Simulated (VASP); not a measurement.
# P (P6/mmm) in VASP: further runs

The runs below take P through single point, relaxation of cell and atoms, with PBE.

Program: VASP 6.6.1. These are calculated values, not measurements. Logs are shortened: lines on timing, memory, paths and dates and some standing lists are left out, and cuts for length are marked.

## Step 1: The cell of the first run

Symmetry: P6/mmm, No. 191, hexagonal system. Conventional cell: a = 4.171 Å, b = 4.171 Å, c = 2.308 Å, α = 90.00°, β = 90.00°, γ = 120.00°. Within 3.0 Å of P (site symmetry -6m2) lie 5 P at 2.31 to 2.41 Å.

The cell was built from a structure type or drawn by symmetry, and may not be a known phase.

## Step 2: Single point, PBE

File INCAR:

```
SYSTEM = P
PREC = Accurate
ENCUT = 520
EDIFF = 1E-6
ISMEAR = 0
SIGMA = 0.1
LREAL = .FALSE.
LASPH = .TRUE.
NELM = 60
ALGO = Normal
ISIF = 2
LWAVE = .FALSE.
LCHARG = .TRUE.
GGA = PE
LELF = .TRUE.
LVHAR = .TRUE.
NBANDS = 12
```

File KPOINTS:

```
Automatic mesh
0
G
  6 6 6
  0 0 0
```

File POSCAR:

```
P
1.0
    4.1709349365      0.0000000000      0.0000000000
   -2.0854674682      3.6121356126      0.0000000000
    0.0000000000      0.0000000000      2.3075792373
P
2
Direct
    0.3333333333      0.6666666667      0.0000000000
    0.6666666667      0.3333333333      0.0000000000
```

Potentials or basis: VASP PAW PBE potentials, release 64 (P).

Launch:

```bash
$ cat potpaw_PBE.64/P/POTCAR > POTCAR
$ mpirun -np 1 vasp_std > vasp.out
```

OUTCAR:

```text
SYSTEM = P
   PREC = Accurate
   ENCUT = 520
   EDIFF = 1E-6
   ISMEAR = 0
   LREAL = .FALSE.
   LASPH = .TRUE.
   NELM = 60
   ISIF = 2
   GGA = PE

 ion  position               nearest neighbor table
   1  0.333  0.667  0.000-   2 2.41   2 2.41   2 2.41
   2  0.667  0.333  0.000-   1 2.41   1 2.41   1 2.41

  LATTYP: Found a hexagonal cell.
 ALAT       =     4.1709349365
 C/A-ratio  =     0.5532522738

  Lattice vectors:

 A1 = (   4.1709349365,   0.0000000000,   0.0000000000)
 A2 = (  -2.0854674682,   3.6121356126,   0.0000000000)
 A3 = (   0.0000000000,   0.0000000000,   2.3075792373)

Analysis of symmetry for initial positions (statically):
=====================================================================
 Subroutine PRICEL returns:
 Original cell was already a primitive cell.

 Routine SETGRP: Setting up the symmetry group for a
 hexagonal supercell.

 Subroutine GETGRP returns: Found 24 space group operations
 (whereof 24 operations were pure point group operations)
 out of a pool of 24 trial point group operations.

The static configuration has the point symmetry D_6h.

Analysis of symmetry for dynamics (positions and initial velocities):
=====================================================================
 Subroutine PRICEL returns:
 Original cell was already a primitive cell.

 Routine SETGRP: Setting up the symmetry group for a
 hexagonal supercell.

 Subroutine GETGRP returns: Found 24 space group operations
 (whereof 24 operations were pure point group operations)
 out of a pool of 24 trial point group operations.

The dynamic configuration has the point symmetry D_6h.

 Subroutine INISYM returns: Found 24 space group operations
 (whereof 24 operations are pure point group operations),
 and found     1 'primitive' translations

----------------------------------------------------------------------------------------

                                     Primitive cell

  volume of cell :      34.7659

  direct lattice vectors                    reciprocal lattice vectors
     4.170934937  0.000000000  0.000000000     0.239754399  0.138422267  0.000000000
    -2.085467468  3.612135613  0.000000000     0.000000000  0.276844534  0.000000000
     0.000000000  0.000000000  2.307579237     0.000000000  0.000000000  0.433354566

  length of vectors
     4.170934937  4.170934937  2.307579237     0.276844534  0.276844534  0.433354566

  position of ions in fractional coordinates (direct lattice)
     0.333333333  0.666666667  0.000000000
     0.666666667  0.333333333  0.000000000

  ion indices of the primitive-cell ions
   primitive index   ion index
                 1           1
                 2           2

----------------------------------------------------------------------------------------

 KPOINTS: Automatic mesh

Automatic generation of k-mesh.
 Grid dimensions read from file:
 generate k-points for:    6    6    6

 Generating k-lattice:

  Cartesian coordinates                     Fractional coordinates (reciprocal lattice)
     0.039959067  0.023070378  0.000000000     0.166666667  0.000000000  0.000000000
     0.000000000  0.046140756  0.000000000     0.000000000  0.166666667  0.000000000
     0.000000000  0.000000000  0.072225761     0.000000000  0.000000000  0.166666667

  Length of vectors
     0.046140756  0.046140756  0.072225761

  Shift w.r.t. Gamma in fractional coordinates (k-lattice)
     0.000000000  0.000000000  0.000000000

 Subroutine IBZKPT returns following result:
 ===========================================

 Found     28 irreducible k-points:

 Following reciprocal coordinates:
            Coordinates               Weight
  0.000000  0.000000  0.000000      1.000000
  0.166667  0.000000  0.000000      6.000000
  0.333333  0.000000  0.000000      6.000000
  0.500000  0.000000  0.000000      3.000000
  0.166667  0.166667  0.000000      6.000000
  0.333333  0.166667  0.000000     12.000000
[... 16 lines left out ...]
  0.166667  0.000000  0.500000      6.000000
  0.333333  0.000000  0.500000      6.000000
 [... further k-points ...]
   k-points           NKPTS =     28   k-points in BZ     NKDIM =     28   number of bands    NBANDS=     12
   number of dos      NEDOS =    301   number of ions     NIONS =      2
   total plane-waves  NPLWV =  18432
   dimension x,y,z NGX =    32 NGY =   32 NGZ =   18
   dimension x,y,z NGXF=    64 NGYF=   64 NGZF=   36
   ions per type =               2
   NGX,Y,Z   is equivalent  to a cutoff of  12.75, 12.75, 12.97 a.u.
   NGXF,Y,Z  is equivalent  to a cutoff of  25.51, 25.51, 25.94 a.u.
 SYSTEM =  P
   PREC   = accura    normal or accurate (medium, high low for compatibility)
   ISTART =      0    job   : 0-new  1-cont  2-samecut
   ICHARG =      2    charge: 1-file 2-atom 10-const
   ISPIN  =      1    spin polarized calculation?
   LNONCOLLINEAR =      F non collinear calculations
   LSORBIT =      F    spin-orbit coupling
   LASPH  =      T    aspherical Exc in radial PAW
   ENCUT  =  520.0 eV  38.22 Ry    6.18 a.u.   7.76  7.76  4.29*2*pi/ulx,y,z
   NELM   =     60;   NELMIN=  2; NELMDL= -5     # of ELM steps
   EDIFF  = 0.1E-05   stopping-criterion for ELM
   LREAL  =      F    real-space projection
   EDIFFG = 0.1E-04   stopping-criterion for IOM
   NSW    =      0    number of steps for IOM
   IBRION =     -1    ionic relax: 0-MD 1-quasi-New 2-CG
   NFREE  =      0    steps in history (QN), initial steepest desc. (CG)
   ISIF   =      2    stress and relaxation
   ISYM   =      2    0-nonsym 1-usesym 2-fastsym
   POTIM  = 0.5000    time-step for ionic-motion
   TEBEG  =    0.0;   TEEND  =   0.0 temperature during run
   PSTRESS=    0.0 pullay stress
   NELECT =      10.0000    total number of electrons
   NUPDOWN=      -1.0000    fix difference up-down
   EMIN   =  10.00;   EMAX   =-10.00  energy-range for DOS
   EFERMI =   0.00;   METHOD = LEGACY
   ISMEAR =     0;   SIGMA  =   0.10  broadening in eV -4-tet -1-fermi 0-gaus
   EFERMI_NEDOS =   21; number of points for ismear=-14 and -15
   IALGO  =     38    algorithm
   IMIX   =      4    mixing-type and parameters
     AMIX     =   0.40;   BMIX     =  1.00
     AMIX_MAG =   1.60;   BMIX_MAG =  1.00
  volume/ion in A,a.u.               =      17.38       117.31
  Fermi-wavevector in a.u.,A,eV,Ry     =   1.080663  2.042156 15.889315  1.167832
  Thomas-Fermi vector in A             =   2.216659
   LORBIT       =      0    0 simple, 1 ext, 2 COOP (PROOUT), +10 PAW based schemes
   GGA     = PE    functional components
   LHFCALC =     F    Hartree Fock is set to
   AEXX    =    0.0000 exact exchange contribution
   IVDW    =     0    specifies the selected vdW correction
   LEPSILON=     F    determine dielectric tensor
   LRPA    =     F    only Hartree local field effects (RPA)
 non-spin polarized calculation
 Gauss-broadening in eV      SIGMA  =   0.10
  energy-cutoff  :      520.00
  volume of cell :       34.77
 maximum number of plane-waves:       956
 NGX is ok and might be reduce to    32
   NGX = 15   NGY = 15   NGZ =  9

 number of electron      10.0000000 magnetization

 Free energy of the ion-electron system (eV)
  ---------------------------------------------------
  ext. energy  EPLUGINS =         0.00000000
  ---------------------------------------------------
  free energy    TOTEN  =       -10.17633838 eV

  energy without entropy =      -10.16891575  energy(sigma->0) =      -10.17262706

 E-fermi :   7.7751     XC(G=0): -10.2030

 val. band max:        7.7519094095   @ k =   0.1667   0.0000   0.1667
 cond. band min:       7.8498921728   @ k =   0.3333   0.1667   0.1667
 fundamental gap:      0.0979827633
 Fermi energy:         7.7750615607

 k-point     1 :       0.0000    0.0000    0.0000
  band No.  band energies     occupation
      1      -8.6535      2.00000
      2      -1.5261      2.00000
      3       1.5059      2.00000
      4       1.5059      2.00000
      5       6.2846      2.00000
      6       6.2846      2.00000
      7      11.7789      0.00000
      8      15.1817      0.00000
      9      17.5475      0.00000
     10      19.4765      0.00000
     11      22.6499      0.00000
     12      22.6506      0.00000

 k-point     2 :       0.1667    0.0000    0.0000
  band No.  band energies     occupation
      1      -8.4171      2.00000
      2      -2.6927      2.00000
      3       1.2099      2.00000
      4       2.4659      2.00000
      5       6.3031      2.00000
      6       7.0942      2.00000
      7      12.9833      0.00000
      8      15.3564      0.00000
      9      16.9052      0.00000
     10      19.0455      0.00000
     11      19.8184      0.00000
     12      20.5513      0.00000

 k-point     3 :       0.3333    0.0000    0.0000
  band No.  band energies     occupation
      1      -7.7566      2.00000
      2      -4.4266      2.00000
      3       0.7528      2.00000
      4       3.0742      2.00000
      5       7.5709      1.99612
      6       8.9988      0.00000
      7      14.3823      0.00000
      8      15.7036      0.00000
      9      15.8349      0.00000
     10      16.3200      0.00000
     11      18.1317      0.00000
     12      20.0063      0.00000
[... 286 lines left out ...]
 k-point    23 :       0.1667    0.0000    0.5000
  band No.  band energies     occupation
      1      -2.8682      2.00000
      2      -0.8018      2.00000
      3       3.2408      2.00000
      4       3.4828      2.00000
      5       5.2173      2.00000
      6       7.6190      1.97274
      7      10.8035      0.00000
      8      11.2248      0.00000
      9      11.2884      0.00000
     10      11.8209      0.00000
     11      15.5141      0.00000
     12      16.7876      0.00000

 k-point    24 :       0.3333    0.0000    0.5000
  band No.  band energies     occupation
      1      -2.1893      2.00000
      2      -0.2406      2.00000
      3       1.2616      2.00000
      4       2.4138      2.00000
      5       4.8245      2.00000
      6       8.4102      0.00000
      7      10.6842      0.00000
      8      11.7365      0.00000
      9      12.4081      0.00000
     10      13.0171      0.00000
     11      16.4534      0.00000
     12      18.7019      0.00000

 [... further k-points ...]

------------------------ aborting loop because EDIFF is reached ----------------------------------------

  FORCE on cell =-STRESS in cart. coord.  units (eV):
  Direction    XX          YY          ZZ          XY          YZ          ZX
  --------------------------------------------------------------------------------------
  -------------------------------------------------------------------------------------
  Total       -0.0387427     -0.0387427     -0.0731551     -0.0000000     -0.0000000      0.0000000
  in kB       -1.7854444     -1.7854444     -3.3713280     -0.0000000     -0.0000000      0.0000000
  external PRESSURE =      -2.3140722 kB  Pullay stress =       0.0000000 kB

 VOLUME and BASIS-vectors are now :
 -----------------------------------------------------------------------------
  energy-cutoff  :      520.00
  volume of cell :       34.77
      direct lattice vectors                 reciprocal lattice vectors
     4.170934937  0.000000000  0.000000000     0.239754399  0.138422267  0.000000000
    -2.085467468  3.612135613  0.000000000     0.000000000  0.276844534  0.000000000
     0.000000000  0.000000000  2.307579237     0.000000000  0.000000000  0.433354566

 POSITION                                       TOTAL-FORCE (eV/Angst)
 -----------------------------------------------------------------------------------
     -0.00000      2.40809      0.00000        -0.000000      0.000000      0.000000
      2.08547      1.20405      0.00000         0.000000     -0.000000     -0.000000
 -----------------------------------------------------------------------------------
    total drift:                               -0.000000      0.000000     -0.000000

  FREE ENERGIE OF THE ION-ELECTRON SYSTEM (eV)
  ---------------------------------------------------
  free  energy   TOTEN  =       -10.1763383753 eV

  energy  without entropy=      -10.1689157511  energy(sigma->0) =      -10.17262706
```

Wall time 3.8 s (1 thread of Intel Xeon 6975P-C (Granite Rapids), shared host); peak memory 0.14 GiB.

What came out:

```
Free energy            : -10.1763 eV
Pressure               : -0.2 GPa
Band gap on the k mesh : zero (bands 5 and 6 overlap by 3.64 eV)
```

Stress tensor (GPa, compression positive):
```
-0.18  0.00  0.00
 0.00 -0.18  0.00
 0.00  0.00 -0.34
```

Caveat: the k points lie up to 0.45 Å⁻¹ apart, too coarse for converged energies and pressures of a metal.

## Step 3: Relaxation of cell and atoms, PBE

This run uses another cell than the first one, of 19.68 Å³/atom.

File INCAR:

```
PREC = Accurate
ENCUT = 600
EDIFF = 1E-6
ISMEAR = 0
SIGMA = 0.1
LREAL = F
LASPH = T
NELM = 60
ALGO = Normal
ISIF = 3
LWAVE = F
LCHARG = F
GGA = PE
IBRION = 2
NSW = 90
EDIFFG = -0.04
```

File KPOINTS:

```
regular mesh
0
Gamma
  6 6 4
```

File POSCAR:

```
P
1.0
    3.4009065300      0.0000000000      0.0000000000
   -1.7004532600      2.9452714500      0.0000000000
    0.0000000000      0.0000000000      3.9288043500
P
2
Direct
    0.3333333300      0.6666666700      0.0000000000
    0.6666666700      0.3333333300      0.0000000000
```

Potentials or basis: VASP PAW PBE potentials, release 64 (P).

Launch:

```bash
$ cat potpaw_PBE.64/P/POTCAR > POTCAR
$ mpirun -np 1 vasp_std > vasp.out
```

Run time: 50 s. Hardware: 1 thread of Intel Xeon 6975P-C (Granite Rapids), shared host; peak memory 0.16 GiB.

It converged, with:

* Free energy: -10.1786 eV
* Relaxed volume: 17.63 Å³/atom
* Relaxed cell: a = 4.031 Å, b = 4.031 Å, c = 2.505 Å, α = 90.00°, β = 90.00°, γ = 120.00°
* Space group after relaxing (to 0.1 Å): P6/mmm (No. 191)
* Pressure after relaxing: 0.0 GPa
* Band gap on the k mesh: zero (bands 5 and 6 overlap by 5.10 eV)

Stress tensor (GPa, compression positive):
```
 0.09  0.00  0.00
 0.00  0.09  0.00
 0.00  0.00 -0.20
```

Final structure:
```cif
data_structure
_symmetry_space_group_name_H-M 'P 1'
_symmetry_Int_Tables_number 1
_cell_length_a 4.0310
_cell_length_b 4.0310
_cell_length_c 2.5054
_cell_angle_alpha 90.000
_cell_angle_beta 90.000
_cell_angle_gamma 120.000
_cell_volume 35.26
loop_
_atom_site_label
_atom_site_type_symbol
_atom_site_fract_x
_atom_site_fract_y
_atom_site_fract_z
_atom_site_occupancy
P1 P 0.33333 0.66667 0.00000 1
P2 P 0.66667 0.33333 0.00000 1
```

Levels at points of the mesh, in eV from the Fermi level:
```
           k point  band 2  band 3  band 4  band 5  band 6  band 7  band 8  band 9
(0.00, 0.00, 0.00)   -7.64   -5.92   -5.92   -1.01   -1.01    4.58    7.92    9.27
(0.50, 0.00, 0.00)  -12.63   -6.98   -4.07    2.88    4.01    5.13    5.30    7.00
(0.00, 0.00, 0.50)   -8.42   -3.26   -3.26   -2.50   -2.22    2.02    2.02    4.31
(0.50, 0.00, 0.50)   -8.77   -6.89   -5.24   -4.18   -0.10    2.95    3.97    6.52
```

Caveat: the k points lie up to 0.63 Å⁻¹ apart in the final cell, too coarse for converged energies and pressures of a metal; a cell axis changed by over 15 % at a fixed basis, so the end point is rough.
